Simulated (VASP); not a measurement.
Wanted: the native input for a VASP 6.6.1 run.

| Property | Result |
| --- | --- |
| Task | single point |
| Functional | PBE |
| Potentials or basis | VASP PAW PBE potentials, release 64 (Hf_pv, O) |
| Cutoff | 520 eV |
| k mesh | 6 × 6 × 4 |
| Occupations | gaussian, width 0.02 eV |
| Spin | no spin polarisation |
| Dipole correction | no |
| Further INCAR settings | ALGO = Normal; EDIFF = 1e-06; NBANDS = 31 |

The structure of HfO2 lies in POSCAR:

```
HfO2
1.0
    3.6583693558      0.0000000000      0.0000000000
    0.0000000000      3.5714283516      0.0000000000
    0.0000000000      0.0000000000      5.2596832263
Hf O
2 4
Direct
    0.5000000000      0.5000000000      0.5022286822
    0.0000000000      0.0000000000     -0.0022286822
    0.0000000000      0.5000000000      0.6919751055
    0.5000000000      0.0000000000      0.8080248945
    0.5000000000      0.0000000000      0.3065335262
    0.0000000000      0.5000000000      0.1934664738
```

This cell differs from its parent crystal: uniaxial strain along a: +1.5 %, then relaxed in part.

The input as run:

INCAR

```
SYSTEM = HfO2
PREC = Accurate ; ENCUT = 520
EDIFF = 1E-6 ; ISMEAR = 0
SIGMA = 0.02 ; LREAL = .False.
LASPH = .True. ; NELM = 80
ALGO = Normal ; ISIF = 2
LWAVE = .False. ; LCHARG = .False.
GGA = PE ; NBANDS = 31
```

KPOINTS

```
Automatic mesh
0
Gamma
  6 6 4
  0 0 0
```

Potentials or basis: VASP PAW PBE potentials, release 64 (Hf_pv, O).

The run is started by

```bash
$ cat potpaw_PBE.64/Hf_pv/POTCAR potpaw_PBE.64/O/POTCAR > POTCAR
$ mpirun -np 1 vasp_std > vasp.out
```

It gave:

```json
{
  "Pressure": "-4.1 GPa",
  "Largest force": "0.062 eV/Å",
  "Band gap on the k mesh": "4.58 eV (least direct gap 4.65 eV)"
}
```

Caveat: the cell differs from its parent crystal (uniaxial strain along a: +1.5 %, then relaxed in part); the cell stands under tension; spin-orbit coupling is left out, which moves the levels of the heavy elements.

It took 48 s on 1 thread of AMD EPYC 9R45 96-Core Processor (Zen 5), with other jobs on the host, peak memory 0.2 GiB.
